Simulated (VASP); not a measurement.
# Mg3B (I4/mmm) in VASP: single point with PBE

Aim: the single point of Mg3B with PBE.

Program: VASP 6.6.1. These are calculated values, not measurements. Logs are shortened: lines on timing, memory, paths and dates and some standing lists are left out, and cuts for length are marked.

## (1) The cell of the first run

Symmetry: I4/mmm, No. 139, tetragonal system. The conventional cell has a = 4.097 Å, b = 4.097 Å, c = 8.070 Å, α = 90.00°, β = 90.00°, γ = 90.00°. Within 3.8 Å of Mg (site symmetry 4/mmm) lie 8 Mg at 2.88 Å and 4 B at 2.90 Å. Within 3.8 Å of Mg (site symmetry -4m2) lie 8 Mg at 2.88 to 2.90 Å and 4 B at 2.88 Å. B (site symmetry 4/mmm) has 12 Mg at 2.88 to 2.90 Å within 3.8 Å.

## (2) Single point, PBE

INCAR

```
SYSTEM = Mg3B
ALGO     = Fast           ! electronic algorithm
EDIFF    = 1E-6           ! SCF threshold, eV
ENCUT    = 520            ! plane-wave cutoff, eV
GGA      = PE             ! functional
ISIF     = 2              ! what is computed and relaxed
ISMEAR   = 0              ! smearing method
LASPH    = .True.         ! aspherical terms in the spheres
LCHARG   = .False.        ! write CHGCAR
LREAL    = .False.        ! projectors in reciprocal space
LWAVE    = .False.        ! write WAVECAR
NBANDS   = 12             ! bands
NELM     = 80             ! most SCF steps
PREC     = Accurate       ! precision mode
SIGMA    = 0.1            ! smearing width, eV
```

KPOINTS

```
k-points
0
Gamma
  16 16 16
  0 0 0
```

POSCAR

```
Mg3B
1.0
   -2.0486942457      2.0486942457      4.0349346286
    2.0486942457     -2.0486942457      4.0349346286
    2.0486942457      2.0486942457     -4.0349346286
Mg B
3 1
Direct
    0.5000000000      0.5000000000      0.0000000000
    0.2500000000      0.7500000000      0.5000000000
    0.7500000000      0.2500000000      0.5000000000
    0.0000000000      0.0000000000      0.0000000000
```

Potentials or basis: VASP PAW PBE potentials, release 64 (Mg, B).

Launch:

```sh
$ cat potpaw_PBE.64/Mg/POTCAR potpaw_PBE.64/B/POTCAR > POTCAR
$ mpirun -np 1 vasp_std > vasp.out
```

OUTCAR:

```text
SYSTEM = Mg3B
   EDIFF = 1E-6
   ENCUT = 520
   GGA = PE
   ISIF = 2
   ISMEAR = 0
   LASPH = .True.
   LREAL = .False.
   NELM = 80
   PREC = Accurate

 ion  position               nearest neighbor table
   1  0.500  0.500  0.000-   2 2.88   3 2.88   2 2.88   3 2.88   2 2.88   3 2.88   2 2.88   3 2.88
                             4 2.90   4 2.90   4 2.90   4 2.90
   2  0.250  0.750  0.500-   4 2.88   1 2.88   1 2.88   4 2.88   1 2.88   4 2.88   4 2.88   1 2.88
                             3 2.90   3 2.90   3 2.90   3 2.90
   3  0.750  0.250  0.500-   1 2.88   4 2.88   1 2.88   4 2.88   1 2.88   4 2.88   1 2.88   4 2.88
                             2 2.90   2 2.90   2 2.90   2 2.90
   4  0.000  0.000  0.000-   3 2.88   2 2.88   2 2.88   3 2.88   2 2.88   3 2.88   3 2.88   2 2.88
                             1 2.90   1 2.90   1 2.90   1 2.90

  LATTYP: Found a body centered tetragonal cell.
 ALAT       =     4.0973884914
 C/A-ratio  =     1.9695152837

  Lattice vectors:

 A1 = (  -2.0486942457,   2.0486942457,   4.0349346286)
 A2 = (   2.0486942457,  -2.0486942457,   4.0349346286)
 A3 = (   2.0486942457,   2.0486942457,  -4.0349346286)

Analysis of symmetry for initial positions (statically):
=====================================================================
 Subroutine PRICEL returns:
 Original cell was already a primitive cell.

 Routine SETGRP: Setting up the symmetry group for a
 body centered tetragonal supercell.

 Subroutine GETGRP returns: Found 16 space group operations
 (whereof 16 operations were pure point group operations)
 out of a pool of 16 trial point group operations.

The static configuration has the point symmetry D_4h.

Analysis of symmetry for dynamics (positions and initial velocities):
=====================================================================
 Subroutine PRICEL returns:
 Original cell was already a primitive cell.

 Routine SETGRP: Setting up the symmetry group for a
 body centered tetragonal supercell.

 Subroutine GETGRP returns: Found 16 space group operations
 (whereof 16 operations were pure point group operations)
 out of a pool of 16 trial point group operations.

The dynamic configuration has the point symmetry D_4h.

 Subroutine INISYM returns: Found 16 space group operations
 (whereof 16 operations are pure point group operations),
 and found     1 'primitive' translations

----------------------------------------------------------------------------------------

                                     Primitive cell

  volume of cell :      67.7409
[... 108 lines left out ...]
   ISMEAR =     0;   SIGMA  =   0.10  broadening in eV -4-tet -1-fermi 0-gaus
   EFERMI_NEDOS =   21; number of points for ismear=-14 and -15
   IALGO  =     68    algorithm
   IMIX   =      4    mixing-type and parameters
     AMIX     =   0.40;   BMIX     =  1.00
     AMIX_MAG =   1.60;   BMIX_MAG =  1.00
  volume/ion in A,a.u.               =      16.94       114.28
  Fermi-wavevector in a.u.,A,eV,Ry     =   0.835357  1.578596  9.494433  0.697821
  Thomas-Fermi vector in A             =   1.948902
   LORBIT       =      0    0 simple, 1 ext, 2 COOP (PROOUT), +10 PAW based schemes
   GGA     = PE    functional components
   LHFCALC =     F    Hartree Fock is set to
   AEXX    =    0.0000 exact exchange contribution
   IVDW    =     0    specifies the selected vdW correction
   LEPSILON=     F    determine dielectric tensor
   LRPA    =     F    only Hartree local field effects (RPA)
 non-spin polarized calculation
 RMM-DIIS sequential band-by-band and
 Gauss-broadening in eV      SIGMA  =   0.10
  energy-cutoff  :      520.00
  volume of cell :       67.74
 maximum number of plane-waves:      1840
 NGX is ok and might be reduce to    40
   NGX = 19   NGY = 19   NGZ = 19

 number of electron       9.0000000 magnetization

 Free energy of the ion-electron system (eV)
  ---------------------------------------------------
  ext. energy  EPLUGINS =         0.00000000
  ---------------------------------------------------
  free energy    TOTEN  =        -8.79303355 eV

  energy without entropy =       -8.78391520  energy(sigma->0) =       -8.78847437

 E-fermi :   3.5247     XC(G=0):  -9.3270

 val. band max:        3.5208746637   @ k =   0.1250   0.0000   0.0000
 cond. band min:       3.5283017791   @ k =  -0.1250   0.1875   0.0625
 fundamental gap:      0.0074271154
 Fermi energy:         3.5247069845

 k-point     1 :       0.0000    0.0000    0.0000
  band No.  band energies     occupation
      1      -5.1985      2.00000
      2       2.5208      2.00000
      3       2.6221      2.00000
      4       3.5149      1.11033
      5       3.5149      1.11033
      6       5.0450      0.00000
      7       5.7983      0.00000
      8       5.7983      0.00000
      9       6.7076      0.00000
     10       6.7770      0.00000
     11       9.5353      0.00000
     12      10.6435      0.00000
[... 331 lines left out ...]
 k-point    24 :      -0.0625    0.0625    0.0000
  band No.  band energies     occupation
      1      -5.1355      2.00000
      2       2.3638      2.00000
      3       2.5270      2.00000
      4       3.3052      1.99809
      5       3.7008      0.01275
      6       4.5186      0.00000
      7       5.5699      0.00000
      8       6.4916      0.00000
      9       6.9128      0.00000
     10       7.0813      0.00000
     11       9.4925      0.00000
     12       9.8725      0.00000

 [... further k-points ...]

------------------------ aborting loop because EDIFF is reached ----------------------------------------

  FORCE on cell =-STRESS in cart. coord.  units (eV):
  Direction    XX          YY          ZZ          XY          YZ          ZX
  --------------------------------------------------------------------------------------
  -------------------------------------------------------------------------------------
  Total       -0.0534531     -0.0534531     -0.0467276      0.0000000      0.0000000      0.0000000
  in kB       -1.2642499     -1.2642499     -1.1051800      0.0000000      0.0000000      0.0000000
  external PRESSURE =      -1.2112266 kB  Pullay stress =       0.0000000 kB

 VOLUME and BASIS-vectors are now :
 -----------------------------------------------------------------------------
  energy-cutoff  :      520.00
  volume of cell :       67.74
      direct lattice vectors                 reciprocal lattice vectors
    -2.048694246  2.048694246  4.034934629     0.000000000  0.244057893  0.123917745
     2.048694246 -2.048694246  4.034934629     0.244057893  0.000000000  0.123917745
     2.048694246  2.048694246 -4.034934629     0.244057893  0.244057893  0.000000000

 POSITION                                       TOTAL-FORCE (eV/Angst)
 -----------------------------------------------------------------------------------
      0.00000      0.00000      4.03493         0.000000      0.000000     -0.000000
      2.04869      0.00000      2.01747        -0.000000      0.000000      0.000000
      0.00000      2.04869      2.01747        -0.000000     -0.000000      0.000000
      0.00000      0.00000      0.00000         0.000000      0.000000     -0.000000
 -----------------------------------------------------------------------------------
    total drift:                               -0.000000     -0.000000      0.000000

  FREE ENERGIE OF THE ION-ELECTRON SYSTEM (eV)
  ---------------------------------------------------
  free  energy   TOTEN  =        -8.7930335541 eV

  energy  without entropy=       -8.7839151950  energy(sigma->0) =       -8.78847437
```

OSZICAR:

```text
N       E                     dE             d eps       ncg     rms          rms(c)
DAV:   1     0.467125369183E+01    0.46713E+01   -0.29349E+03  8376   0.550E+02
DAV:   2    -0.867595900835E+01   -0.13347E+02   -0.12637E+02 10696   0.686E+01
DAV:   3    -0.939099691603E+01   -0.71504E+00   -0.70644E+00 10816   0.125E+01
DAV:   4    -0.939604491573E+01   -0.50480E-02   -0.50466E-02  9376   0.121E+00
DAV:   5    -0.939608183451E+01   -0.36919E-04   -0.36919E-04 10512   0.116E-01    0.319E+00
RMM:   6    -0.881930974654E+01    0.57677E+00   -0.73852E-01  8484   0.292E+00    0.115E+00
RMM:   7    -0.880484165620E+01    0.14468E-01   -0.27394E-02  9344   0.944E-01    0.743E-01
RMM:   8    -0.879432799435E+01    0.10514E-01   -0.13886E-02  8889   0.883E-01    0.169E-01
RMM:   9    -0.879305004236E+01    0.12780E-02   -0.12338E-03  9810   0.213E-01    0.559E-02
RMM:  10    -0.879303380469E+01    0.16238E-04   -0.31534E-04 10126   0.872E-02    0.104E-02
RMM:  11    -0.879303691084E+01   -0.31061E-05   -0.36680E-05 10051   0.337E-02    0.830E-03
RMM:  12    -0.879303346264E+01    0.34482E-05   -0.53939E-06  9439   0.150E-02    0.941E-04
RMM:  13    -0.879303355408E+01   -0.91442E-07   -0.68780E-07  7463   0.511E-03
   1 F= -.87930336E+01 E0= -.87884744E+01  d E =-.911836E-02
```

stdout:

```text
POSCAR found type information on POSCAR MgB
 POSCAR found :  2 types and       4 ions
 scaLAPACK will be used
 LDA part: xc-table for (Slater+PW92), standard interpolation
 POSCAR, INCAR and KPOINTS ok, starting setup
 FFT: planning ... GRIDC
 FFT: planning ... GRID_SOFT
 FFT: planning ... GRID
 WAVECAR not read
 entering main loop
```

It took 4.1 min on 1 thread of Intel Xeon 6975P-C (Granite Rapids), shared host; peak memory 0.45 GiB.

What came out:

| Item | Value |
| --- | --- |
| Free energy | -8.7930 eV |
| Pressure | -0.1 GPa |
| Band gap on the k mesh | zero (an odd number of electrons rules out a gap without spin polarisation) |
